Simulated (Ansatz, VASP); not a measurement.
**Two plane-wave programs on AlCu**

```xyz
2
Lattice="2.9975 0.0000 0.0000 0.0000 2.9975 0.0000 0.0000 0.0000 2.9975" Properties=species:S:1:pos:R:3 pbc="T T T"
Al    0.0000    0.0000    0.0000
Cu    1.4988    1.4988    1.4988
```

Alike in both runs: task single point; functional r2SCAN; k mesh 14 × 14 × 14; occupations gaussian, width 0.05 eV; no spin polarisation.

```csv
,VASP,Ansatz
version,VASP 6.6.1,Ansatz 0.2.0
potentials or method,"VASP PAW PBE potentials, release 64 (Al, Cu), cutoff 520 eV","scalar-relativistic, plane waves, PAW"
valence electrons in the cell,14,22
```

```tsv
	VASP	Ansatz	Ansatz less VASP
pressure (GPa)	-4.9	-4.9	-0.04
```

VASP's potentials were made for PBE, not for r2SCAN. VASP's potentials hold 14 valence electrons a cell and Ansatz's 22, so a difference there can come from the potentials and not from the codes.
